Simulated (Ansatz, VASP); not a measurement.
**Cu: VASP beside Ansatz**

```
CELL_PARAMETERS angstrom
-1.32197 1.32197 1.63910
1.32197 -1.32197 1.63910
1.32197 1.32197 -1.63910
ATOMIC_POSITIONS crystal
Cu 0.00000 0.00000 0.00000
```

Alike in both runs: task single point; functional r2SCAN; k mesh 26 × 26 × 26; occupations gaussian, width 0.15 eV; no spin polarisation.

|  | VASP | Ansatz |
| --- | --- | --- |
| version | VASP 6.6.1 | Ansatz 0.2.0 |
| potentials or method | VASP PAW PBE potentials, release 64 (Cu), cutoff 520 eV | scalar-relativistic, plane waves, PAW |
| valence electrons in the cell | 11 | 19 |

|  | VASP | Ansatz | Ansatz less VASP |
| --- | --- | --- | --- |
| gap on the k mesh at the Fermi level (eV) | none | none | - |
| pressure (GPa) | 0.8 | 0.1 | -0.69 |
| traceless stress, the component that is largest in VASP (GPa) | 2.30 | 2.31 | +0.005 |

VASP's potentials were made for PBE, not for r2SCAN. A gap of «none» marks a metal or a gap that the smearing closes. VASP's potentials hold 11 valence electrons a cell and Ansatz's 19, so a difference there can come from the potentials and not from the codes.
